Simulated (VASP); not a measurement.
Wanted: the native input for a VASP 6.6.1 run.

| Quantity | Value |
| --- | --- |
| Task | single point |
| Functional | HSE06 |
| Potentials or basis | VASP PAW PBE potentials, release 64 (Li_sv, F) |
| Cutoff | 520 eV |
| k mesh | 4 × 4 × 4 |
| Occupations | fermi-dirac, width 0.05 eV |
| Spin | no spin polarisation |
| Dipole correction | no |
| Grid for exact exchange (PRECFOCK) | Normal |
| Further INCAR settings | ALGO = Normal; EDIFF = 1e-06; NBANDS = 12 |
| Share of exact exchange | 0.25 |
| Screening parameter | 0.2079 1/Å |

LiF:

```
CELL_PARAMETERS angstrom
2.51626 0.00000 0.00000
0.00000 2.51626 0.00000
0.00000 0.00000 2.51626
ATOMIC_POSITIONS crystal
Li 0.00000 0.00000 0.00000
F 0.50000 0.50000 0.50000
```

The input as run:

POSCAR

```
LiF
1.0
    2.5162584444      0.0000000000      0.0000000000
    0.0000000000      2.5162584444      0.0000000000
    0.0000000000      0.0000000000      2.5162584444
Li F
1 1
Direct
    0.0000000000      0.0000000000      0.0000000000
    0.5000000000      0.5000000000      0.5000000000
```

INCAR.step1

```
PREC = Accurate
ENCUT = 520
EDIFF = 1E-5
ISMEAR = -1
SIGMA = 0.05
LREAL = F
LASPH = T
NELM = 100
ALGO = Normal
ISIF = 2
LWAVE = T
LCHARG = F
NBANDS = 12
GGA = PE
```

INCAR.step2

```
PREC = Accurate
ENCUT = 520
EDIFF = 1E-6
ISMEAR = -1
SIGMA = 0.05
LREAL = F
LASPH = T
NELM = 100
ALGO = Normal
ISIF = 2
LWAVE = F
LCHARG = F
GGA = PE
LHFCALC = T
HFSCREEN = 0.2079
PRECFOCK = Normal
NBANDS = 12
ISTART = 1
```

KPOINTS

```
Automatic mesh
0
Gamma
  4 4 4
```

Potentials or basis: VASP PAW PBE potentials, release 64 (Li_sv, F).

Command:

```console
$ cat potpaw_PBE.64/Li_sv/POTCAR potpaw_PBE.64/F/POTCAR > POTCAR
$ cp INCAR.step1 INCAR
$ mpirun -np 1 vasp_std > vasp.out
$ cp INCAR.step2 INCAR
$ mpirun -np 1 vasp_std > vasp.out
```

Results of the run:

- Band gap on the k mesh: 10.18 eV (least direct gap 10.94 eV)

Caveat: the k points lie up to 0.62 Å⁻¹ apart.

Wall time 39 s on 1 thread of AMD EPYC 9R45 96-Core Processor (Zen 5), with other jobs on the host, peak memory 0.19 GiB.
